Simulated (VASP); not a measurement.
La: single point with LDA

La:

```
CELL_PARAMETERS angstrom
3.17594 0.00000 0.00000
0.00000 3.17594 0.00000
0.00000 0.00000 3.17594
ATOMIC_POSITIONS crystal
La 0.00000 0.00000 0.00000
```

This isn't the form of La at room conditions, which is double hcp.

```json
{"Program": "VASP 6.6.1", "Task": "single point", "Functional": "LDA", "Potentials or basis": "VASP PAW LDA potentials, release 64 (La)", "Cutoff": "520 eV", "k mesh": "13 × 13 × 13", "Occupations": "fermi-dirac, width 0.05 eV", "Spin": "no spin polarisation"}
```

The pressure is -0.2 GPa and the band gap on the k mesh is zero (an odd number of electrons rules out a gap without spin polarisation).

Levels at points of the mesh, in eV from the Fermi level:
```tsv
k point	band 3	band 4	band 5	band 6	band 7	band 8
(0.00, 0.00, 0.00)	-15.22	-15.22	-2.67	-1.35	-1.35	2.02
```

Wall time 29 s on 1 thread of Intel Xeon 8259CL (shared host), peak memory 0.16 GiB.

Caveat: spin-orbit coupling is left out, which moves the levels of the heavy elements.
